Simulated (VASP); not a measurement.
# Sn (P6_3/mmc) in VASP: notebook

The runs below take Sn through single point, with LDA.

Everything below comes from runs of VASP 6.6.1. Logs are shortened: lines on timing, memory, paths and dates and some standing lists are left out, and cuts for length are marked.

## 1. The cell of the first run

The structure is hexagonal, space group P6_3/mmc (No. 194). Conventional cell: a = 3.161 Å, b = 3.161 Å, c = 10.451 Å, α = 90.00°, β = 90.00°, γ = 120.00°. Within 4.2 Å of Sn (site symmetry -3m) lie 12 Sn at 3.16 to 3.19 Å. Within 4.2 Å of Sn (site symmetry -6m2) lie 12 Sn at 3.16 to 3.19 Å.

This isn't the form of Sn at room conditions, which is tetragonal (white tin).

## 2. Single point, LDA (22.61 Å³/atom)

INCAR reads:

```
SYSTEM = Sn
PREC = Accurate
ENCUT = 520
EDIFF = 1E-7
ISMEAR = -1
SIGMA = 0.1
LREAL = .FALSE.
LASPH = .TRUE.
NELM = 100
ALGO = Normal
ISIF = 2
LWAVE = .FALSE.
LCHARG = .FALSE.
NBANDS = 36
```

KPOINTS reads:

```
Automatic mesh
0
G
  12 12 4
  0 0 0
```

POSCAR reads:

```
Sn
1.0
    3.1609091038      0.0000000000      0.0000000000
   -1.5804545519      2.7374275830      0.0000000000
    0.0000000000      0.0000000000     10.4509899858
Sn
4
Direct
    1.0000000000      0.0000000000      0.0000000000
    1.0000000000      0.0000000000      0.5000000000
    0.3333333333      0.6666666667      0.2500000000
    0.6666666667      0.3333333333      0.7500000000
```

Potentials or basis: VASP PAW LDA potentials, release 64 (Sn_d).

Started as:

```sh
cat potpaw_LDA.64/Sn_d/POTCAR > POTCAR
mpirun -np 1 vasp_std > vasp.out
```

OUTCAR:

```text
SYSTEM = Sn
   PREC = Accurate
   ENCUT = 520
   EDIFF = 1E-7
   ISMEAR = -1
   LREAL = .FALSE.
   LASPH = .TRUE.
   NELM = 100
   ISIF = 2

 ion  position               nearest neighbor table
   1  0.000  0.000  0.000-   3 3.19   4 3.19   4 3.19   3 3.19   4 3.19   3 3.19
   2  0.000  0.000  0.500-   3 3.19   4 3.19   4 3.19   3 3.19   4 3.19   3 3.19
   3  0.333  0.667  0.250-   1 3.19   2 3.19   1 3.19   2 3.19   1 3.19   2 3.19
   4  0.667  0.333  0.750-   1 3.19   2 3.19   1 3.19   2 3.19   1 3.19   2 3.19

  LATTYP: Found a hexagonal cell.
 ALAT       =     3.1609091038
 C/A-ratio  =     3.3063241120

  Lattice vectors:

 A1 = (   3.1609091038,   0.0000000000,   0.0000000000)
 A2 = (  -1.5804545519,   2.7374275830,   0.0000000000)
 A3 = (   0.0000000000,   0.0000000000,  10.4509899858)

Analysis of symmetry for initial positions (statically):
=====================================================================
 Subroutine PRICEL returns:
 Original cell was already a primitive cell.

 Routine SETGRP: Setting up the symmetry group for a
 hexagonal supercell.

 Subroutine GETGRP returns: Found 24 space group operations
 (whereof 12 operations were pure point group operations)
 out of a pool of 24 trial point group operations.

The static configuration has the point symmetry D_3d.
 The point group associated with its full space group is D_6h.

Analysis of symmetry for dynamics (positions and initial velocities):
=====================================================================
 Subroutine PRICEL returns:
 Original cell was already a primitive cell.

 Routine SETGRP: Setting up the symmetry group for a
 hexagonal supercell.

 Subroutine GETGRP returns: Found 24 space group operations
 (whereof 12 operations were pure point group operations)
 out of a pool of 24 trial point group operations.

The dynamic configuration has the point symmetry D_3d.
 The point group associated with its full space group is D_6h.

 Subroutine INISYM returns: Found 24 space group operations
 (whereof 12 operations are pure point group operations),
 and found     1 'primitive' translations

----------------------------------------------------------------------------------------

                                     Primitive cell

  volume of cell :      90.4299

  direct lattice vectors                    reciprocal lattice vectors
[... 90 lines left out ...]
   NELM   =    100;   NELMIN=  2; NELMDL= -5     # of ELM steps
   EDIFF  = 0.1E-06   stopping-criterion for ELM
   LREAL  =      F    real-space projection
   EDIFFG = 0.1E-05   stopping-criterion for IOM
   NSW    =      0    number of steps for IOM
   IBRION =     -1    ionic relax: 0-MD 1-quasi-New 2-CG
   NFREE  =      0    steps in history (QN), initial steepest desc. (CG)
   ISIF   =      2    stress and relaxation
   ISYM   =      2    0-nonsym 1-usesym 2-fastsym
   POTIM  = 0.5000    time-step for ionic-motion
   TEBEG  =    0.0;   TEEND  =   0.0 temperature during run
   PSTRESS=    0.0 pullay stress
   NELECT =      56.0000    total number of electrons
   NUPDOWN=      -1.0000    fix difference up-down
   EMIN   =  10.00;   EMAX   =-10.00  energy-range for DOS
   EFERMI =   0.00;   METHOD = LEGACY
   ISMEAR =    -1;   SIGMA  =   0.10  broadening in eV -4-tet -1-fermi 0-gaus
   EFERMI_NEDOS =   21; number of points for ismear=-14 and -15
   IALGO  =     38    algorithm
   IMIX   =      4    mixing-type and parameters
     AMIX     =   0.40;   BMIX     =  1.00
     AMIX_MAG =   1.60;   BMIX_MAG =  1.00
  volume/ion in A,a.u.               =      22.61       152.56
  Fermi-wavevector in a.u.,A,eV,Ry     =   1.395405  2.636932 26.492638  1.947154
  Thomas-Fermi vector in A             =   2.518860
   LORBIT       =      0    0 simple, 1 ext, 2 COOP (PROOUT), +10 PAW based schemes
   GGA     = CA    functional components
   LHFCALC =     F    Hartree Fock is set to
   AEXX    =    0.0000 exact exchange contribution
   IVDW    =     0    specifies the selected vdW correction
   LEPSILON=     F    determine dielectric tensor
   LRPA    =     F    only Hartree local field effects (RPA)
 non-spin polarized calculation
  energy-cutoff  :      520.00
  volume of cell :       90.43
 maximum number of plane-waves:      2456
 NGX is ok and might be reduce to    24
   NGX = 11   NGY = 11   NGZ = 39

 number of electron      56.0000014 magnetization

 Free energy of the ion-electron system (eV)
  ---------------------------------------------------
  ext. energy  EPLUGINS =         0.00000000
  ---------------------------------------------------
  free energy    TOTEN  =       -17.41972750 eV

  energy without entropy =      -17.34179207  energy(sigma->0) =      -17.38075978

 E-fermi :  10.2979     XC(G=0): -11.4984

 val. band max:       10.2898842183   @ k =   0.1667   0.1667   0.2500
 cond. band min:      10.3160767903   @ k =   0.2500   0.1667   0.2500
 fundamental gap:      0.0261925720
 Fermi energy:        10.2979440856

 k-point     1 :       0.0000    0.0000    0.0000
  band No.  band energies     occupation
      1     -11.3324      2.00000
      2     -11.3266      2.00000
      3     -11.3026      2.00000
      4     -11.3026      2.00000
      5     -11.3000      2.00000
      6     -11.2968      2.00000
[... 925 lines left out ...]
     35      15.7740      0.00000
     36      17.1505      0.00000

 [... further k-points ...]

------------------------ aborting loop because EDIFF is reached ----------------------------------------

  FORCE on cell =-STRESS in cart. coord.  units (eV):
  Direction    XX          YY          ZZ          XY          YZ          ZX
  --------------------------------------------------------------------------------------
  -------------------------------------------------------------------------------------
  Total        5.9699774      5.9699774      5.6084501      0.0000000      0.0000000      0.0000000
  in kB      105.7721165    105.7721165     99.3668138      0.0000000      0.0000000      0.0000000
  external PRESSURE =     103.6370156 kB  Pullay stress =       0.0000000 kB

 VOLUME and BASIS-vectors are now :
 -----------------------------------------------------------------------------
  energy-cutoff  :      520.00
  volume of cell :       90.43
      direct lattice vectors                 reciprocal lattice vectors
     3.160909104  0.000000000  0.000000000     0.316364681  0.182653234  0.000000000
    -1.580454552  2.737427583  0.000000000     0.000000000  0.365306467  0.000000000
     0.000000000  0.000000000 10.450989986     0.000000000  0.000000000  0.095684715

 POSITION                                       TOTAL-FORCE (eV/Angst)
 -----------------------------------------------------------------------------------
      0.00000      0.00000      0.00000         0.000000     -0.000000      0.000000
      0.00000      0.00000      5.22549         0.000000     -0.000000      0.000000
     -0.00000      1.82495      2.61275         0.000000     -0.000000     -0.000000
      1.58045      0.91248      7.83824        -0.000000      0.000000     -0.000000
 -----------------------------------------------------------------------------------
    total drift:                               -0.000000      0.000000     -0.000000

  FREE ENERGIE OF THE ION-ELECTRON SYSTEM (eV)
  ---------------------------------------------------
  free  energy   TOTEN  =       -17.4197274992 eV

  energy  without entropy=      -17.3417920660  energy(sigma->0) =      -17.38075978
```

Run time: 2.4 min. Hardware: 1 thread of Intel Xeon 8259CL, shared host; peak memory 0.25 GiB.

Results:

```yaml
Free_energy: -17.4197 eV
Pressure: 10.4 GPa
Band_gap_on_the_k_mesh: zero (bands 28 and 29 overlap by 10.14 eV)
```

Stress tensor (GPa, compression positive):
```
10.58  0.00  0.00
 0.00 10.58  0.00
 0.00  0.00  9.94
```

Caveat: the cell stands under pressure; spin-orbit coupling is left out, which moves the levels of the heavy elements.

## 3. Single point, LDA (23.64 Å³/atom)

This run uses another cell than the first one, of 23.64 Å³/atom.

INCAR reads:

```
ALGO     = Normal         # electronic algorithm
EDIFF    = 1E-6           # SCF threshold, eV
ENCUT    = 520            # plane-wave cutoff, eV
ISIF     = 2              # what is computed and relaxed
ISMEAR   = -1             # smearing method
LASPH    = True           # aspherical terms in the spheres
LCHARG   = False          # write CHGCAR
LREAL    = False          # projectors in reciprocal space
LWAVE    = False          # write WAVECAR
NBANDS   = 36             # bands
NELM     = 60             # most SCF steps
PREC     = Accurate       # precision mode
SIGMA    = 0.1            # smearing width, eV
```

KPOINTS reads:

```
k-points
0
Gamma
  12 12 4
```

POSCAR reads:

```
Sn
1.0
    3.2080938081      0.0000000000      0.0000000000
   -1.6040469040      2.7782907355      0.0000000000
    0.0000000000      0.0000000000     10.6069979112
Sn
4
Direct
    1.0000000000      0.0000000000      0.0000000000
    1.0000000000      0.0000000000      0.5000000000
    0.3333333333      0.6666666667      0.2500000000
    0.6666666667      0.3333333333      0.7500000000
```

Potentials or basis: VASP PAW LDA potentials, release 64 (Sn_d).

Started as:

```sh
cat potpaw_LDA.64/Sn_d/POTCAR > POTCAR
mpirun -np 1 vasp_std > vasp.out
```

Run time: 2.6 min. Hardware: 1 thread of Intel Xeon 8259CL, shared host; peak memory 0.26 GiB.

It converged, with:

```
Free energy            : -17.6318 eV
Pressure               : 6.3 GPa
Band gap on the k mesh : zero (bands 28 and 29 overlap by 9.69 eV)
```

Stress tensor (GPa, compression positive):
```
6.43 0.00 0.00
0.00 6.43 0.00
0.00 0.00 5.93
```

Levels at points of the mesh, in eV from the Fermi level:
```
           k point  band 24  band 25  band 26  band 27  band 28  band 29  band 30  band 31  band 32  band 33
(0.00, 0.00, 0.00)    -7.20    -5.40     0.99     0.99     6.70     6.70     7.56     7.56     7.70     7.70
(0.50, 0.00, 0.00)    -5.52    -5.08    -4.78    -2.12    -1.86    -0.51     0.47     2.33     3.86     3.87
(0.00, 0.00, 0.50)    -9.02    -2.87    -2.87     5.36     5.36     6.95     6.95     6.95     6.95     8.41
(0.50, 0.00, 0.50)    -6.22    -3.83    -3.83    -3.38    -3.38     1.47     1.47     2.73     2.73     3.06
```

Caveat: the cell stands under pressure; spin-orbit coupling is left out, which moves the levels of the heavy elements.

## 4. Single point, LDA (24.66 Å³/atom)

This run uses another cell than the first one, of 24.66 Å³/atom.

INCAR reads:

```
SYSTEM = Sn
PREC = Accurate
ENCUT = 520
EDIFF = 1E-6
ISMEAR = -1
SIGMA = 0.1
LREAL = .FALSE.
LASPH = .TRUE.
NELM = 80
ALGO = Normal
ISIF = 2
LWAVE = .FALSE.
LCHARG = .FALSE.
NBANDS = 36
```

KPOINTS reads:

```
Automatic mesh
0
G
  12 12 4
  0 0 0
```

POSCAR reads:

```
Sn
1.0
    3.2539299123      0.0000000000      0.0000000000
   -1.6269649562      2.8179859662      0.0000000000
    0.0000000000      0.0000000000     10.7585469279
Sn
4
Direct
    1.0000000000      0.0000000000      0.0000000000
    1.0000000000      0.0000000000      0.5000000000
    0.3333333333      0.6666666667      0.2500000000
    0.6666666667      0.3333333333      0.7500000000
```

Started as:

```sh
cat potpaw_LDA.64/Sn_d/POTCAR > POTCAR
mpirun -np 1 vasp_std > vasp.out
```

Wall time 2.4 min (1 thread of Intel Xeon 8259CL, shared host); peak memory 0.26 GiB.

Results (log left out):

- Free energy: -17.7477 eV
- Pressure: 2.8 GPa
- Band gap on the k mesh: zero (bands 28 and 29 overlap by 9.26 eV)

Stress tensor (GPa, compression positive):
```
2.96 0.00 0.00
0.00 2.96 0.00
0.00 0.00 2.58
```

Levels at points of the mesh, in eV from the Fermi level:
```csv
k point,band 26,band 27,band 28,band 29,band 30,band 31
"(0.00, 0.00, 0.00)",0.94,0.94,6.43,6.43,7.26,7.26
"(0.50, 0.00, 0.00)",-4.55,-2.13,-1.83,-0.44,0.50,2.28
"(0.00, 0.00, 0.50)",-2.78,5.16,5.16,6.68,6.68,6.68
"(0.50, 0.00, 0.50)",-3.73,-3.25,-3.25,1.43,1.43,2.66
```

Caveat: spin-orbit coupling is left out, which moves the levels of the heavy elements.

## 5. Single point, LDA (25.69 Å³/atom)

This run uses another cell than the first one, of 25.69 Å³/atom.

INCAR reads:

```
PREC = Accurate
ENCUT = 520
EDIFF = 1E-6
ISMEAR = -1
SIGMA = 0.1
LREAL = False
LASPH = True
NELM = 100
ALGO = Normal
ISIF = 2
LWAVE = False
LCHARG = False
GGA = CA
NBANDS = 36
```

KPOINTS reads:

```
Automatic mesh
0
Gamma
  12 12 4
```

POSCAR reads:

```
Sn
1.0
    3.2985098344      0.0000000000      0.0000000000
   -1.6492549172      2.8565933112      0.0000000000
    0.0000000000      0.0000000000     10.9059425990
Sn
4
Direct
    1.0000000000      0.0000000000      0.0000000000
    1.0000000000      0.0000000000      0.5000000000
    0.3333333333      0.6666666667      0.2500000000
    0.6666666667      0.3333333333      0.7500000000
```

Started as:

```sh
cat potpaw_LDA.64/Sn_d/POTCAR > POTCAR
mpirun -np 1 vasp_std > vasp.out
```

Run time: 3.8 min. Hardware: 1 thread of Intel Xeon 8259CL, shared host; peak memory 0.29 GiB.

Results (log left out):

- Free energy: -17.7871 eV
- Pressure: 0.3 GPa
- Band gap on the k mesh: zero (bands 28 and 29 overlap by 8.87 eV)

Stress tensor (GPa, compression positive):
```
0.41 0.00 0.00
0.00 0.41 0.00
0.00 0.00 0.14
```

Levels at points of the mesh, in eV from the Fermi level:
| k point | band 26 | band 27 | band 28 | band 29 | band 30 | band 31 |
| --- | --- | --- | --- | --- | --- | --- |
| (0.00, 0.00, 0.00) | 0.90 | 0.90 | 6.18 | 6.18 | 6.97 | 6.97 |
| (0.50, 0.00, 0.00) | -4.34 | -2.13 | -1.79 | -0.38 | 0.52 | 2.23 |
| (0.00, 0.00, 0.50) | -2.69 | 4.97 | 4.97 | 6.41 | 6.41 | 6.41 |
| (0.50, 0.00, 0.50) | -3.63 | -3.13 | -3.13 | 1.38 | 1.38 | 2.60 |

Caveat: spin-orbit coupling is left out, which moves the levels of the heavy elements.

## 6. Single point, LDA (26.72 Å³/atom)

This run uses another cell than the first one, of 26.72 Å³/atom.

INCAR reads:

```
SYSTEM = Sn
ALGO = Normal ; EDIFF = 1E-6
ENCUT = 520 ; ISIF = 2
ISMEAR = -1 ; LASPH = .True.
LCHARG = .False. ; LREAL = .False.
LWAVE = .False. ; NBANDS = 36
NELM = 60 ; PREC = Accurate
SIGMA = 0.1
```

KPOINTS reads:

```
k-points
0
Gamma
  12 12 4
  0 0 0
```

POSCAR reads:

```
Sn
1.0
    3.3419162573      0.0000000000      0.0000000000
   -1.6709581286      2.8941843761      0.0000000000
    0.0000000000      0.0000000000     11.0494583017
Sn
4
Direct
    1.0000000000      0.0000000000      0.0000000000
    1.0000000000      0.0000000000      0.5000000000
    0.3333333333      0.6666666667      0.2500000000
    0.6666666667      0.3333333333      0.7500000000
```

Potentials or basis: VASP PAW LDA potentials, release 64 (Sn_d).

Started as:

```sh
cat potpaw_LDA.64/Sn_d/POTCAR > POTCAR
mpirun -np 1 vasp_std > vasp.out
```

It took 4.2 min on 1 thread of Intel Xeon 8259CL, shared host; peak memory 0.3 GiB.

The run converged. Its results:

- Free energy: -17.7658 eV
- Pressure: -1.9 GPa
- Band gap on the k mesh: zero (bands 28 and 29 overlap by 8.50 eV)

Stress tensor (GPa, compression positive):
```
-1.86  0.00  0.00
 0.00 -1.86  0.00
 0.00  0.00 -2.04
```

Levels at points of the mesh, in eV from the Fermi level:
```tsv
k point	band 25	band 26	band 27	band 28	band 29	band 30	band 31	band 32
(0.00, 0.00, 0.00)	-4.69	0.85	0.85	5.94	5.94	6.70	6.70	6.81
(0.50, 0.00, 0.00)	-4.44	-4.15	-2.13	-1.76	-0.32	0.54	2.18	3.52
(0.00, 0.00, 0.50)	-2.61	-2.61	4.79	4.79	6.17	6.17	6.17	6.17
(0.50, 0.00, 0.50)	-3.54	-3.54	-3.01	-3.01	1.34	1.34	2.53	2.53
```

Caveat: spin-orbit coupling is left out, which moves the levels of the heavy elements.

## 7. Summary

```csv
cell,gap on the mesh (eV),pressure (GPa)
"a = 3.161, b = 3.161, c = 10.451 Å, angles 90.0, 90.0, 120.0°, 4 atoms",none,10.4
"a = 3.208, b = 3.208, c = 10.607 Å, angles 90.0, 90.0, 120.0°, 4 atoms",none,6.3
"a = 3.254, b = 3.254, c = 10.759 Å, angles 90.0, 90.0, 120.0°, 4 atoms",none,2.8
"a = 3.299, b = 3.299, c = 10.906 Å, angles 90.0, 90.0, 120.0°, 4 atoms",none,0.3
"a = 3.342, b = 3.342, c = 11.049 Å, angles 90.0, 90.0, 120.0°, 4 atoms",none,-1.9
```

Alike in all rows: task single point; level LDA; potentials or basis VASP PAW LDA potentials, release 64 (Sn_d); no spin polarisation; k mesh 12 × 12 × 4; cutoff (eV) 520; smearing fermi-dirac 0.1 eV.

Caveats: spin-orbit coupling is left out, which moves the levels of the heavy elements; the cell stands under pressure (at least some runs).

Absolute energies hang on the potentials; compare differences alone.
